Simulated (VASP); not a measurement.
Write the native input for VASP 6.6.1 that does the following.

```
Task                   : single point
Functional             : LDA
Potentials or basis    : VASP PAW LDA potentials, release 64 (Fe)
Cutoff                 : 520 eV
k mesh                 : 15 × 15 × 15
Occupations            : fermi-dirac, width 0.1 eV
Spin                   : collinear spin, ferromagnetic start
Starting moments       : [4.0] μB
Dipole correction      : no
Further INCAR settings : ALGO = Normal; EDIFF = 1e-06; NBANDS = 14
```

The structure of Fe lies in POSCAR:

```
Fe
1.0
   -1.4201633300      1.4201633300      1.4201633300
    1.4201633300     -1.4201633300      1.4201633300
    1.4201633300      1.4201633300     -1.4201633300
Fe
1
Direct
    0.0000000000      0.0000000000      0.0000000000
```

These files were run (other wordings do the same):

INCAR

```
PREC     = Accurate       # precision mode
ENCUT    = 520            # plane-wave cutoff, eV
EDIFF    = 1E-6           # SCF threshold, eV
ISMEAR   = -1             # smearing method
SIGMA    = 0.1            # smearing width, eV
LREAL    = False          # projectors in reciprocal space
LASPH    = True           # aspherical terms in the spheres
NELM     = 150            # most SCF steps
ALGO     = Normal         # electronic algorithm
ISIF     = 2              # what is computed and relaxed
LWAVE    = False          # write WAVECAR
LCHARG   = False          # write CHGCAR
ISPIN    = 2              # spin polarisation
MAGMOM   = 4              # initial moments
LORBIT   = 11             # projections on sites
LMAXMIX  = 4              # l up to which the mixer works
NBANDS   = 14             # bands
```

KPOINTS

```
regular mesh
0
Gamma
  15 15 15
```

Potentials or basis: VASP PAW LDA potentials, release 64 (Fe).

Launch:

```bash
$ cat potpaw_LDA.64/Fe/POTCAR > POTCAR
$ mpirun -np 1 vasp_std > vasp.out
```

Results of the run:

| Item | Value |
| --- | --- |
| Pressure | -19.9 GPa |
| Net moment | 2.13 μB per cell |
| Site moments | Fe +2.10 μB |
| Valence electrons inside the program's atomic spheres | Fe 7.26 |

It took 13 s on 1 thread of Intel(R) Xeon(R) 6975P-C (Granite Rapids) (shared host), peak memory 0.13 GiB.
